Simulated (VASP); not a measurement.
A run of VASP 6.6.1 is set up as follows.

Contents of INCAR:

```
SYSTEM = Be2ZnSe3
PREC = Accurate
ENCUT = 600
EDIFF = 1E-7
ISMEAR = 0
SIGMA = 0.02
LREAL = .FALSE.
LASPH = .TRUE.
NELM = 100
ALGO = Normal
ISIF = 3
LWAVE = .FALSE.
LCHARG = .FALSE.
GGA = PE
IBRION = 2
NSW = 100
EDIFFG = -0.01
```

The input KPOINTS:

```
regular mesh
0
G
  12 12 2
  0 0 0
```

File POSCAR:

```
Be2ZnSe3
1.0
    3.7791019000      0.0000000000      0.0000000000
   -1.8895509000      3.2727982000      0.0000000000
    0.0000000000      0.0000000000     18.7915901000
Be Zn Se
4 2 6
Direct
    0.3333333000      0.6666667000      0.9959680000
    0.3333333000      0.6666667000      0.3379140000
    0.6666667000      0.3333333000      0.4959680000
    0.6666667000      0.3333333000      0.8379140000
    0.3333333000      0.6666667000      0.6688420000
    0.6666667000      0.3333333000      0.1688420000
    0.3333333000      0.6666667000      0.1149010000
    0.3333333000      0.6666667000      0.4576940000
    0.3333333000      0.6666667000      0.7996820000
    0.6666667000      0.3333333000      0.2996820000
    0.6666667000      0.3333333000      0.6149010000
    0.6666667000      0.3333333000      0.9576940000
```

Potentials or basis: VASP PAW PBE potentials, release 64 (Be, Zn, Se).

The run is started by

```bash
$ cat potpaw_PBE.64/Be/POTCAR potpaw_PBE.64/Zn/POTCAR potpaw_PBE.64/Se/POTCAR > POTCAR
$ mpirun -np 1 vasp_std > vasp.out
```

Question: Estimate the space group after relaxing (to 0.1 Å).

Answer: P6_3mc (No. 186).

Question: Predict the relaxed cell.

Answer: a = 3.783 Å, b = 3.783 Å, c = 18.812 Å, α = 90.00°, β = 90.00°, γ = 120.00°.

The path:
```tsv
step	energy change (eV)	largest force (eV/Å)	pressure (GPa)	volume (Å³)
1	0.0000	0.0135	0.19	232.42
2	-0.0004	0.0055	-0.04	233.18
```
